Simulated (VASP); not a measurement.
# Ni (Im-3m) in VASP: density of states with PBEsol+D3(BJ)

Aim: the density of states of Ni with PBEsol+D3(BJ).

Everything below comes from runs of VASP 6.6.1. Logs are shortened: lines on timing, memory, paths and dates and some standing lists are left out, and cuts for length are marked.

**1. The cell of the first run**

Symmetry: Im-3m, No. 229, cubic system. Conventional cell: a = 2.767 Å, b = 2.767 Å, c = 2.767 Å, α = 90.00°, β = 90.00°, γ = 90.00°. Within 3.2 Å of Ni (site symmetry m-3m) lie 14 Ni at 2.40 to 2.77 Å.

**2. Density of states, PBEsol+D3(BJ), collinear spin, ferromagnetic start**

POSCAR reads:

```
Ni
1.0
   -1.3837154700      1.3837154700      1.3837154700
    1.3837154700     -1.3837154700      1.3837154700
    1.3837154700      1.3837154700     -1.3837154700
Ni
1
Direct
    0.0000000000      0.0000000000      0.0000000000
```

INCAR.step1 reads:

```
PREC = Accurate ; ENCUT = 520
EDIFF = 1E-7 ; ISMEAR = 0
SIGMA = 0.15 ; LREAL = F
LASPH = T ; NELM = 150
ALGO = Normal ; ISIF = 2
LWAVE = F ; LCHARG = T
ISPIN = 2 ; MAGMOM = 1.5
LMAXMIX = 4 ; GGA = PS
IVDW = 12 ; NBANDS = 15
```

KPOINTS.step1 reads:

```
regular mesh
0
Gamma
  17 17 17
```

INCAR.step2 reads:

```
PREC = Accurate ; ENCUT = 520
EDIFF = 1E-7 ; ISMEAR = -5
SIGMA = 0.15 ; LREAL = F
LASPH = T ; NELM = 150
ALGO = Normal ; ISIF = 2
LWAVE = F ; LCHARG = F
ISPIN = 2 ; MAGMOM = 1.5
LORBIT = 11 ; LMAXMIX = 4
GGA = PS ; IVDW = 12
NBANDS = 15 ; NEDOS = 1001
ICHARG = 11
```

KPOINTS.step2 reads:

```
regular mesh
0
Gamma
  26 26 26
```

Potentials or basis: VASP PAW PBE potentials, release 64 (Ni).

Started as:

```sh
$ cat potpaw_PBE.64/Ni/POTCAR > POTCAR
$ cp INCAR.step1 INCAR
$ cp KPOINTS.step1 KPOINTS
$ mpirun -np 1 vasp_std > vasp.out
$ cp INCAR.step2 INCAR
$ cp KPOINTS.step2 KPOINTS
$ mpirun -np 1 vasp_std > vasp.out
```

OUTCAR:

```text
PREC = Accurate
   ENCUT = 520
   EDIFF = 1E-7
   ISMEAR = -5
   LREAL = F
   LASPH = T
   NELM = 150
   ISIF = 2
   ISPIN = 2
   LORBIT = 11
   GGA = PS
   IVDW = 12
   ICHARG = 11
 IVDW          = 12

 ion  position               nearest neighbor table
   1  0.000  0.000  0.000-

  LATTYP: Found a body centered cubic cell.
 ALAT       =     2.7674309400

  Lattice vectors:

 A1 = (  -1.3837154700,   1.3837154700,   1.3837154700)
 A2 = (   1.3837154700,  -1.3837154700,   1.3837154700)
 A3 = (   1.3837154700,   1.3837154700,  -1.3837154700)

Analysis of symmetry for initial positions (statically):
=====================================================================
 Subroutine PRICEL returns:
 Original cell was already a primitive cell.

 Routine SETGRP: Setting up the symmetry group for a
 body centered cubic supercell.

 Subroutine GETGRP returns: Found 48 space group operations
 (whereof 48 operations were pure point group operations)
 out of a pool of 48 trial point group operations.

The static configuration has the point symmetry O_h .

Analysis of symmetry for dynamics (positions and initial velocities):
=====================================================================
 Subroutine PRICEL returns:
 Original cell was already a primitive cell.

 Routine SETGRP: Setting up the symmetry group for a
 body centered cubic supercell.

 Subroutine GETGRP returns: Found 48 space group operations
 (whereof 48 operations were pure point group operations)
 out of a pool of 48 trial point group operations.

The dynamic configuration has the point symmetry O_h .

Analysis of structural, dynamic, and magnetic symmetry:
=====================================================================
 Subroutine PRICEL returns:
 Original cell was already a primitive cell.

 Routine SETGRP: Setting up the symmetry group for a
 body centered cubic supercell.

 Subroutine GETGRP returns: Found 48 space group operations
 (whereof 48 operations were pure point group operations)
 out of a pool of 48 trial point group operations.

The overall configuration has the point symmetry O_h .

 Subroutine INISYM returns: Found 48 space group operations
 (whereof 48 operations are pure point group operations),
 and found     1 'primitive' translations

----------------------------------------------------------------------------------------

                                     Primitive cell

  volume of cell :      10.5974

  direct lattice vectors                    reciprocal lattice vectors
    -1.383715470  1.383715470  1.383715470     0.000000000  0.361345964  0.361345964
     1.383715470 -1.383715470  1.383715470     0.361345964  0.000000000  0.361345964
     1.383715470  1.383715470 -1.383715470     0.361345964  0.361345964  0.000000000

  length of vectors
     2.396665497  2.396665497  2.396665497     0.511020363  0.511020363  0.511020363
[... 125 lines left out ...]
  free energy    TOTEN  =        -6.03292573 eV

  energy without entropy =       -6.03292573  energy(sigma->0) =       -6.03292573

 E-fermi :   9.4098     XC(G=0): -13.5869

 val. band max:        9.4487839215   @ k =   0.5000   0.0000   0.0000
 cond. band min:       9.2861129205   @ k =  -0.4231   0.4231   0.0385
 fundamental gap:     -0.1626710010
 Fermi energy:         9.4098439572

 spin component 1

 k-point     1 :       0.0000    0.0000    0.0000
  band No.  band energies     occupation
      1       0.3183      1.00000
      2       7.1057      1.00000
      3       7.1057      1.00000
      4       7.1057      1.00000
      5       8.5700      1.00000
      6       8.5700      1.00000
      7      36.1384      0.00000
      8      36.1384      0.00000
      9      36.1384      0.00000
     10      41.2058      0.00000
     11      41.2058      0.00000
     12      42.4272      0.00000
     13      42.4272      0.00000
     14      42.4272      0.00000
[... 403 lines left out ...]
      4       8.4863      1.00000
      5       8.7876      1.00000
      6       9.3726      0.53867
      7      18.2608      0.00000
      8      28.8288      0.00000
      9      30.1442      0.00000
     10      34.1242      0.00000
     11      37.6551      0.00000
     12      45.0420      0.00000
     13      47.4444      0.00000
     14      54.3871      0.00000
     15      55.5257      0.00000

 [... further k-points ...]

 spin component 2

 k-point     1 :       0.0000    0.0000    0.0000
  band No.  band energies     occupation
      1       0.3238      1.00000
      2       7.7025      1.00000
      3       7.7025      1.00000
      4       7.7025      1.00000
      5       9.0319      1.00000
      6       9.0319      1.00000
      7      36.0745      0.00000
      8      36.0745      0.00000
      9      36.0745      0.00000
     10      41.1693      0.00000
     11      41.1693      0.00000
     12      42.5914      0.00000
     13      42.5914      0.00000
     14      42.5914      0.00000
[... 403 lines left out ...]
      4       9.0047      1.00000
      5       9.2443      0.98464
      6       9.9875      0.00000
      7      18.4932      0.00000
      8      28.8224      0.00000
      9      30.2427      0.00000
     10      34.2358      0.00000
     11      37.7499      0.00000
     12      45.0593      0.00000
     13      47.4726      0.00000
     14      54.7352      0.00000
     15      56.3124      0.00000

 [... further k-points ...]

------------------------ aborting loop because EDIFF is reached ----------------------------------------

 Edisp (eV)   -0.42871

 E8    (eV) :    -0.2810

  FORCE on cell =-STRESS in cart. coord.  units (eV):
  Direction    XX          YY          ZZ          XY          YZ          ZX
  --------------------------------------------------------------------------------------
  -------------------------------------------------------------------------------------
  Total      -0.53458    -0.53458    -0.53458     0.00000     0.00000     0.00000
  in kB     -80.82076   -80.82076   -80.82076     0.00000     0.00000     0.00000
  external pressure =      -80.82 kB  Pullay stress =        0.00 kB

 VOLUME and BASIS-vectors are now :
 -----------------------------------------------------------------------------
  energy-cutoff  :      520.00
  volume of cell :       10.60
      direct lattice vectors                 reciprocal lattice vectors
    -1.383715470  1.383715470  1.383715470     0.000000000  0.361345964  0.361345964
     1.383715470 -1.383715470  1.383715470     0.361345964  0.000000000  0.361345964
     1.383715470  1.383715470 -1.383715470     0.361345964  0.361345964  0.000000000

 POSITION                                       TOTAL-FORCE (eV/Angst)
 -----------------------------------------------------------------------------------
      0.00000      0.00000      0.00000        -0.000000      0.000000      0.000000
 -----------------------------------------------------------------------------------
    total drift:                               -0.000000      0.000000      0.000000

  FREE ENERGIE OF THE ION-ELECTRON SYSTEM (eV)
  ---------------------------------------------------
  free  energy   TOTEN  =        -6.4616349056 eV

  energy  without entropy=       -6.4616349056  energy(sigma->0) =       -6.46163491

 total charge

# of ion       s       p       d       tot
------------------------------------------
    1        0.504   0.516   8.345   9.366

 magnetization (x)

# of ion       s       p       d       tot
------------------------------------------
    1       -0.004  -0.014   0.546   0.528
```

OSZICAR.step1:

```text
N       E                     dE             d eps       ncg     rms          rms(c)
DAV:   1     0.320482203627E+02    0.32048E+02   -0.41850E+03 10521   0.862E+02
DAV:   2    -0.575636134115E+01   -0.37805E+02   -0.35263E+02 11356   0.162E+02
DAV:   3    -0.709322823327E+01   -0.13369E+01   -0.13230E+01 12149   0.300E+01
DAV:   4    -0.710076590900E+01   -0.75377E-02   -0.75364E-02 11974   0.214E+00
DAV:   5    -0.710084955666E+01   -0.83648E-04   -0.83648E-04 12399   0.201E-01    0.111E+01
DAV:   6    -0.636490110588E+01    0.73595E+00   -0.13076E+01 14275   0.412E+01    0.567E+00
DAV:   7    -0.606042409662E+01    0.30448E+00   -0.22763E+00 13274   0.151E+01    0.194E+00
DAV:   8    -0.604416645095E+01    0.16258E-01   -0.32420E-02 13196   0.119E+00    0.922E-01
DAV:   9    -0.604155936022E+01    0.26071E-02   -0.12850E-03 16260   0.196E-01    0.287E-01
DAV:  10    -0.604092121870E+01    0.63814E-03   -0.47021E-04 16253   0.115E-01    0.443E-02
DAV:  11    -0.604092767665E+01   -0.64579E-05   -0.10849E-05 13516   0.206E-02    0.249E-02
DAV:  12    -0.604092970871E+01   -0.20321E-05   -0.11021E-05 15687   0.254E-02    0.855E-03
DAV:  13    -0.604092959889E+01    0.10982E-06   -0.82063E-08 10180   0.324E-03    0.432E-03
DAV:  14    -0.604092972879E+01   -0.12990E-06   -0.17725E-07  9864   0.390E-03    0.177E-03
DAV:  15    -0.604092974090E+01   -0.12110E-07   -0.36254E-08  7967   0.157E-03
   1 F= -.64696389E+01 E0= -.64601590E+01  d E =-.189598E-01  mag=     0.5087
```

Run time: 1.8 min. Hardware: 1 thread of Intel Xeon Platinum 8375C at 2.90GHz (Ice Lake), shared host; peak memory 0.33 GiB.

What came out:

```
Net moment                                            : 0.51 μB per cell
Site moments                                          : Ni +0.53 μB
Valence electrons inside the program's atomic spheres : Ni 9.37
Dispersion energy per atom                            : -0.429 eV
```

Caveat: three body term missing; the PAW data sets were made with another functional, which shifts forces and pressure a little; pairwise dispersion overbinds metals, which lowers pressure and volume; tetrahedron occupations give inexact forces and stress in metals.
